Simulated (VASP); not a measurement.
AgI, 4 atoms in the cell. The structure is hexagonal, space group P6_3mc (No. 186). The conventional cell has a = 4.590 Å, b = 4.590 Å, c = 7.520 Å, α = 90.00°, β = 90.00°, γ = 120.00°. Ag (site symmetry 3m) has 4 I at 2.78 to 2.82 Å within 3.7 Å. Within 3.7 Å of I (site symmetry 3m) lie 4 Ag at 2.78 to 2.82 Å. 

- Program: VASP 6.6.1
- Task: relaxation of cell and atoms
- Functional: PBE
- Potentials or basis: VASP PAW PBE potentials, release 64 (Ag, I)
- Cutoff: 500 eV
- k mesh: 6 × 6 × 4
- Occupations: gaussian, width 0.02 eV
- Spin: no spin polarisation
- Dipole correction: no
- Further INCAR settings: ALGO = Normal; EDIFF = 1e-07; IBRION = 2; EDIFFG = -0.005; NSW = 100; ISIF = 3

Potentials or basis: VASP PAW PBE potentials, release 64 (Ag, I).

Launch:

```sh
$ cat potpaw_PBE.64/Ag/POTCAR potpaw_PBE.64/I/POTCAR > POTCAR
$ mpirun -np 1 vasp_std > vasp.out
```

Hardware: 1 thread of AMD EPYC 7R13 (shared host).

Problem. How long does it take, and how much memory?

Solution. Wall time 14 min on 1 thread of AMD EPYC 7R13, on a shared host, peak memory 0.27 GiB. Counts: scf iterations 108, k points 21, ion steps 12.
